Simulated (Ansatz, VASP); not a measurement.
**One calculation of Cd2Se, two programs**

```
Cd Se
1.0
     4.51785    0.00000    0.00000
     0.00000    7.38022    0.00000
    -1.39889    0.00000    8.28833
Cd Se
8 4
Cartesian
  2.9979 0.1107 2.5279
  3.0795 3.8008 1.6162
  0.1211 7.2695 5.7604
  0.0395 3.5794 6.6721
  0.6791 2.3617 3.6054
  0.8804 6.0518 0.5387
  2.4399 5.0186 4.6829
  2.2386 1.3284 7.7496
  1.4345 1.7639 1.1106
  0.1250 5.4540 3.0335
  1.6845 5.6163 7.1777
  2.9939 1.9262 5.2548
```

Alike in both runs: task single point; functional r2SCAN; k mesh 7 × 5 × 4; no spin polarisation.

```csv
,VASP,Ansatz
version,VASP 6.6.1,Ansatz 0.2.0
potentials or method,"VASP PAW PBE potentials, release 64 (Cd, Se), cutoff 520 eV",PAW plane waves
occupations,"fermi-dirac, width 0.1 eV",fermi-dirac
valence electrons in the cell,120,224
```

```tsv
	VASP	Ansatz	Ansatz less VASP
pressure (GPa)	6.3	5.9	-0.37
traceless stress, the component that is largest in VASP (GPa)	1.13	1.11	-0.029
rms of the force components (eV/Å)	0.367	0.355	-0.0123
```

VASP's potentials were made for PBE, not for r2SCAN. Atom by atom the forces differ by 0.013 eV/Å (rms over components). VASP's potentials hold 120 valence electrons a cell and Ansatz's 224, so a difference there can come from the potentials and not from the codes.
